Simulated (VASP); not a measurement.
# Au (R-3m) in VASP: notebook

The runs below take Au through relaxation of cell and atoms, single point, with PBE.

Program: VASP 6.6.1. These are calculated values, not measurements. Logs are shortened: lines on timing, memory, paths and dates and some standing lists are left out, and cuts for length are marked.

### 1 The cell of the first run

The structure is trigonal, space group R-3m (No. 166). Conventional cell: a = 2.917 Å, b = 2.917 Å, c = 7.334 Å, α = 90.00°, β = 90.00°, γ = 120.00°. Au (site symmetry -3m) has 12 Au at 2.92 to 2.97 Å within 3.8 Å.

### 2 Relaxation of cell and atoms, PBE

File INCAR:

```
  PREC = Accurate
  ENCUT = 600
  EDIFF = 1E-7
  ISMEAR = 0
  SIGMA = 0.1
  LREAL = F
  LASPH = T
  NELM = 100
  ALGO = Fast
  ISIF = 3
  LWAVE = F
  LCHARG = F
  GGA = PE
  IBRION = 2
  NSW = 65
  EDIFFG = -0.01
```

File KPOINTS:

```
Automatic mesh
0
Gamma
  18 18 7
```

File POSCAR:

```
Au
1.0
    2.9171320383      0.0000000000      0.0000000000
   -1.4585660191      2.5263104513      0.0000000000
    0.0000000000      0.0000000000      7.3335709626
Au
3
Direct
    0.0000000000      0.0000000000      0.0000000000
    0.3333333333      0.6666666667      0.3333333333
    0.6666666667      0.3333333333      0.6666666667
```

Potentials or basis: VASP PAW PBE potentials, release 64 (Au).

On the command line:

```sh
cat potpaw_PBE.64/Au/POTCAR > POTCAR
mpirun -np 1 vasp_std > vasp.out
```

OUTCAR:

```text
PREC = Accurate
   ENCUT = 600
   EDIFF = 1E-7
   ISMEAR = 0
   LREAL = F
   LASPH = T
   NELM = 100
   ISIF = 3
   GGA = PE
   IBRION = 2
   NSW = 65
   EDIFFG = -0.01

 ion  position               nearest neighbor table
   1  0.000  0.000  0.000-   2 2.97   3 2.97   2 2.97   3 2.97   3 2.97   2 2.97
   2  0.333  0.667  0.333-   1 2.97   1 2.97   1 2.97   3 2.97   3 2.97   3 2.97
   3  0.667  0.333  0.667-   1 2.97   1 2.97   1 2.97   2 2.97   2 2.97   2 2.97

  LATTYP: Found a hexagonal cell.
 ALAT       =     2.9171320383
 C/A-ratio  =     2.5139660688

  Lattice vectors:

 A1 = (   2.9171320383,   0.0000000000,   0.0000000000)
 A2 = (  -1.4585660191,   2.5263104513,   0.0000000000)
 A3 = (   0.0000000000,   0.0000000000,   7.3335709626)

Analysis of symmetry for initial positions (statically):
=====================================================================
 Subroutine PRICEL returns following result:

  LATTYP: Found a trigonal (rhomboedric) cell.
 ALAT       =     2.9685432461
 COS(alpha) =     0.5171686975

  Lattice vectors:

 A1 = (   1.4585660190,  -0.8421034837,   2.4445236540)
 A2 = (  -0.0000000001,   1.6842069676,   2.4445236540)
 A3 = (  -1.4585660189,  -0.8421034839,   2.4445236547)

   3 primitive cells build up your supercell.

 Routine SETGRP: Setting up the symmetry group for a
 hexagonal supercell.

 Subroutine GETGRP returns: Found 12 space group operations
 (whereof 12 operations were pure point group operations)
 out of a pool of 24 trial point group operations.

The static configuration has the point symmetry D_3d.

Analysis of symmetry for dynamics (positions and initial velocities):
=====================================================================
 Subroutine PRICEL returns following result:

  LATTYP: Found a trigonal (rhomboedric) cell.
 ALAT       =     2.9685432461
 COS(alpha) =     0.5171686975

  Lattice vectors:

 A1 = (   1.4585660190,  -0.8421034837,   2.4445236540)
 A2 = (  -0.0000000001,   1.6842069676,   2.4445236540)
 A3 = (  -1.4585660189,  -0.8421034839,   2.4445236547)

   3 primitive cells build up your supercell.

 Routine SETGRP: Setting up the symmetry group for a
 hexagonal supercell.

 Subroutine GETGRP returns: Found 12 space group operations
 (whereof 12 operations were pure point group operations)
 out of a pool of 24 trial point group operations.

The dynamic configuration has the point symmetry D_3d.

 Subroutine INISYM returns: Found 12 space group operations
 (whereof 12 operations are pure point group operations),
 and found     3 'primitive' translations

----------------------------------------------------------------------------------------

                                     Primitive cell

  volume of cell :      18.0151

  direct lattice vectors                    reciprocal lattice vectors
     1.458566019 -0.842103484  2.444523654     0.342802447 -0.197917085  0.136359218
    -0.000000000  1.684206968  2.444523654     0.000000000  0.395834170  0.136359218
    -1.458566019 -0.842103484  2.444523655    -0.342802447 -0.197917085  0.136359218

  length of vectors
     2.968543246  2.968543246  2.968543247     0.418662783  0.418662783  0.418662783

  position of ions in fractional coordinates (direct lattice)
     0.000000000  0.000000000  0.000000000

  ion indices of the primitive-cell ions
   primitive index   ion index
                 1           1

----------------------------------------------------------------------------------------

 KPOINTS: Automatic mesh

Automatic generation of k-mesh.
 Grid dimensions read from file:
 generate k-points for:   18   18    7

 Generating k-lattice:

  Cartesian coordinates                     Fractional coordinates (reciprocal lattice)
     0.019044580  0.010995394  0.000000000     0.055555556  0.000000000  0.000000000
     0.000000000  0.021990787  0.000000000     0.000000000  0.055555556  0.000000000
     0.000000000  0.000000000  0.019479888     0.000000000  0.000000000  0.142857143

  Length of vectors
     0.021990787  0.021990787  0.019479888

  Shift w.r.t. Gamma in fractional coordinates (k-lattice)
     0.000000000  0.000000000  0.000000000

 Subroutine IBZKPT returns following result:
 ===========================================

 Found    229 irreducible k-points:

 Following reciprocal coordinates:
            Coordinates               Weight
  0.000000  0.000000  0.000000      1.000000
  0.055556  0.000000  0.000000      6.000000
  0.111111  0.000000  0.000000      6.000000
  0.166667  0.000000  0.000000      6.000000
  0.222222  0.000000  0.000000      6.000000
  0.277778  0.000000  0.000000      6.000000
[... 16 lines left out ...]
  0.333333  0.111111  0.000000     12.000000
  0.388889  0.111111  0.000000     12.000000
 [... further k-points ...]
   k-points           NKPTS =    229   k-points in BZ     NKDIM =    229   number of bands    NBANDS=     20
   number of dos      NEDOS =    301   number of ions     NIONS =      3
   total plane-waves  NPLWV =  34560
   dimension x,y,z NGX =    24 NGY =   24 NGZ =   60
   dimension x,y,z NGXF=    48 NGYF=   48 NGZF=  120
   ions per type =               3
   NGX,Y,Z   is equivalent  to a cutoff of  13.68, 13.68, 13.60 a.u.
   NGXF,Y,Z  is equivalent  to a cutoff of  27.35, 27.35, 27.20 a.u.
 SYSTEM =  unknown system
   PREC   = accura    normal or accurate (medium, high low for compatibility)
   ISTART =      0    job   : 0-new  1-cont  2-samecut
   ICHARG =      2    charge: 1-file 2-atom 10-const
   ISPIN  =      1    spin polarized calculation?
   LNONCOLLINEAR =      F non collinear calculations
   LSORBIT =      F    spin-orbit coupling
   LASPH  =      T    aspherical Exc in radial PAW
   ENCUT  =  600.0 eV  44.10 Ry    6.64 a.u.   5.83  5.83 14.65*2*pi/ulx,y,z
   NELM   =    100;   NELMIN=  2; NELMDL= -5     # of ELM steps
   EDIFF  = 0.1E-06   stopping-criterion for ELM
   LREAL  =      F    real-space projection
   EDIFFG = -.1E-01   stopping-criterion for IOM
   NSW    =     65    number of steps for IOM
   IBRION =      2    ionic relax: 0-MD 1-quasi-New 2-CG
   NFREE  =      1    steps in history (QN), initial steepest desc. (CG)
   ISIF   =      3    stress and relaxation
   ISYM   =      2    0-nonsym 1-usesym 2-fastsym
   POTIM  = 0.5000    time-step for ionic-motion
   TEBEG  =    0.0;   TEEND  =   0.0 temperature during run
   PSTRESS=    0.0 pullay stress
   NELECT =      33.0000    total number of electrons
   NUPDOWN=      -1.0000    fix difference up-down
   EMIN   =  10.00;   EMAX   =-10.00  energy-range for DOS
   EFERMI =   0.00;   METHOD = LEGACY
   ISMEAR =     0;   SIGMA  =   0.10  broadening in eV -4-tet -1-fermi 0-gaus
   EFERMI_NEDOS =   21; number of points for ismear=-14 and -15
   IALGO  =     68    algorithm
   IMIX   =      4    mixing-type and parameters
     AMIX     =   0.40;   BMIX     =  1.00
     AMIX_MAG =   1.60;   BMIX_MAG =  1.00
  volume/ion in A,a.u.               =      18.02       121.57
  Fermi-wavevector in a.u.,A,eV,Ry     =   1.388865  2.624574 26.244905  1.928946
  Thomas-Fermi vector in A             =   2.512950
   LORBIT       =      0    0 simple, 1 ext, 2 COOP (PROOUT), +10 PAW based schemes
   GGA     = PE    functional components
   LHFCALC =     F    Hartree Fock is set to
   AEXX    =    0.0000 exact exchange contribution
   IVDW    =     0    specifies the selected vdW correction
   LEPSILON=     F    determine dielectric tensor
   LRPA    =     F    only Hartree local field effects (RPA)
 conjugate gradient relaxation of ions
 non-spin polarized calculation
 RMM-DIIS sequential band-by-band and
 Gauss-broadening in eV      SIGMA  =   0.10
  energy-cutoff  :      600.00
  volume of cell :       54.05
 maximum number of plane-waves:      1821
   NGX = 11   NGY = 11   NGZ = 29

--------------------------------------- Ionic step        1  -------------------------------------------

 number of electron      32.9999999 magnetization

 Free energy of the ion-electron system (eV)
  ---------------------------------------------------
  ext. energy  EPLUGINS =         0.00000000
  ---------------------------------------------------
  free energy    TOTEN  =        -9.65530924 eV

  energy without entropy =       -9.64998632  energy(sigma->0) =       -9.65264778

------------------------ aborting loop because EDIFF is reached ----------------------------------------

  FORCE on cell =-STRESS in cart. coord.  units (eV):
  Direction    XX          YY          ZZ          XY          YZ          ZX
  --------------------------------------------------------------------------------------
  -------------------------------------------------------------------------------------
  Total        0.1128656      0.1128656     -0.6161518      0.0000000      0.0000000     -0.0000000
  in kB        3.3459074      3.3459074    -18.2658557      0.0000000      0.0000000     -0.0000000
  external PRESSURE =      -3.8580136 kB  Pullay stress =       0.0000000 kB

 VOLUME and BASIS-vectors are now :
 -----------------------------------------------------------------------------
  energy-cutoff  :      600.00
  volume of cell :       54.05
      direct lattice vectors                 reciprocal lattice vectors
     2.917132038  0.000000000  0.000000000     0.342802447  0.197917085  0.000000000
    -1.458566019  2.526310451  0.000000000     0.000000000  0.395834170  0.000000000
     0.000000000  0.000000000  7.333570963     0.000000000  0.000000000  0.136359218
[... 112 lines left out ...]
 POSITION                                       TOTAL-FORCE (eV/Angst)
 -----------------------------------------------------------------------------------
     -1.46894      2.54428      0.00000        -0.000000     -0.000000      0.000000
     -0.00000      1.69619      2.39139         0.000000      0.000000      0.000000
      1.46894      0.84809      4.78277        -0.000000      0.000000     -0.000000
 -----------------------------------------------------------------------------------
    total drift:                               -0.000000      0.000000     -0.000000

  FREE ENERGIE OF THE ION-ELECTRON SYSTEM (eV)
  ---------------------------------------------------
  free  energy   TOTEN  =        -9.6644135248 eV

  energy  without entropy=       -9.6606857324  energy(sigma->0) =       -9.66254963

--------------------------------------- Ionic step        5  -------------------------------------------

 number of electron      32.9999999 magnetization

 Free energy of the ion-electron system (eV)
  ---------------------------------------------------
  ext. energy  EPLUGINS =         0.00000000
  ---------------------------------------------------
  free energy    TOTEN  =        -9.66533330 eV

  energy without entropy =       -9.66191220  energy(sigma->0) =       -9.66362275

 E-fermi :   8.6354     XC(G=0): -12.4070

 val. band max:        8.6329855590   @ k =   0.2778   0.1111   0.1429
 cond. band min:       8.6503542924   @ k =   0.3889   0.0556   0.2857
 fundamental gap:      0.0173687334
 Fermi energy:         8.6354226247

 k-point     1 :       0.0000    0.0000    0.0000
  band No.  band energies     occupation
      1      -0.6870      2.00000
      2       1.6707      2.00000
      3       1.6707      2.00000
      4       4.1754      2.00000
      5       4.1754      2.00000
      6       4.2731      2.00000
[... 12 lines left out ...]
     19      16.4120      0.00000
     20      16.4120      0.00000
[... 507 lines left out ...]
 k-point    24 :       0.3889    0.1111    0.0000
  band No.  band energies     occupation
      1       2.2279      2.00000
      2       2.4733      2.00000
      3       2.5210      2.00000
      4       2.6848      2.00000
      5       3.6601      2.00000
      6       3.9006      2.00000
[... 12 lines left out ...]
     19      11.5126      0.00000
     20      14.2718      0.00000

 [... further k-points ...]

------------------------ aborting loop because EDIFF is reached ----------------------------------------

  FORCE on cell =-STRESS in cart. coord.  units (eV):
  Direction    XX          YY          ZZ          XY          YZ          ZX
  --------------------------------------------------------------------------------------
  -------------------------------------------------------------------------------------
  Total        0.0029484      0.0029484      0.0279797      0.0000000      0.0000000      0.0000000
  in kB        0.0877172      0.0877172      0.8324215      0.0000000      0.0000000      0.0000000
  external PRESSURE =       0.3359519 kB  Pullay stress =       0.0000000 kB

 VOLUME and BASIS-vectors are now :
 -----------------------------------------------------------------------------
  energy-cutoff  :      600.00
  volume of cell :       53.85
      direct lattice vectors                 reciprocal lattice vectors
     2.950431719  0.000000000 -0.000000000     0.338933449  0.195683318  0.000000000
    -1.475215860  2.555148821  0.000000000    -0.000000000  0.391366637 -0.000000000
    -0.000000000  0.000000000  7.143461430     0.000000000 -0.000000000  0.139988157

 POSITION                                       TOTAL-FORCE (eV/Angst)
 -----------------------------------------------------------------------------------
      0.00000      0.00000      0.00000        -0.000000      0.000000     -0.000000
     -0.00000      1.70343      2.38115         0.000000     -0.000000     -0.000000
      1.47522      0.85172      4.76231        -0.000000      0.000000      0.000000
 -----------------------------------------------------------------------------------
    total drift:                               -0.000000      0.000000     -0.000000

  FREE ENERGIE OF THE ION-ELECTRON SYSTEM (eV)
  ---------------------------------------------------
  free  energy   TOTEN  =        -9.6653332963 eV

  energy  without entropy=       -9.6619122048  energy(sigma->0) =       -9.66362275

 reached required accuracy - stopping structural energy minimisation
```

Run time: 5.4 min. Hardware: 1 thread of Intel Xeon 6975P-C (Granite Rapids), shared host; peak memory 0.37 GiB.

Results:

```
Free energy                           : -9.6653 eV
Relaxed volume                        : 17.95 Å³/atom
Relaxed cell                          : a = 2.950 Å, b = 2.950 Å, c = 7.143 Å, α = 90.00°, β = 90.00°, γ = 120.00°
Space group after relaxing (to 0.1 Å) : Fm-3m (No. 225)
Energy gained by relaxing             : 3.3 meV/atom
Ionic steps                           : 5
Pressure after relaxing               : 0.0 GPa
Band gap on the k mesh                : zero (an odd number of electrons rules out a gap without spin polarisation)
```

Step by step:
```csv
step,energy change (eV),largest force (eV/Å),pressure (GPa),volume (Å³)
1,0.0000,0.0000,-0.39,54.05
2,-0.0050,0.0000,0.45,53.70
3,-0.0066,0.0000,1.19,53.42
4,-0.0091,0.0000,0.63,53.63
5,-0.0100,0.0000,0.03,53.85
```

Final structure:
```
CELL_PARAMETERS angstrom
2.95043 0.00000 0.00000
-1.47522 2.55515 0.00000
0.00000 0.00000 7.14346
ATOMIC_POSITIONS crystal
Au 0.00000 0.00000 0.00000
Au 0.33333 0.66667 0.33333
Au 0.66667 0.33333 0.66667
```

Caveat: spin-orbit coupling is left out, which moves the levels of the heavy elements.

(Continued in part 2 of 2.)
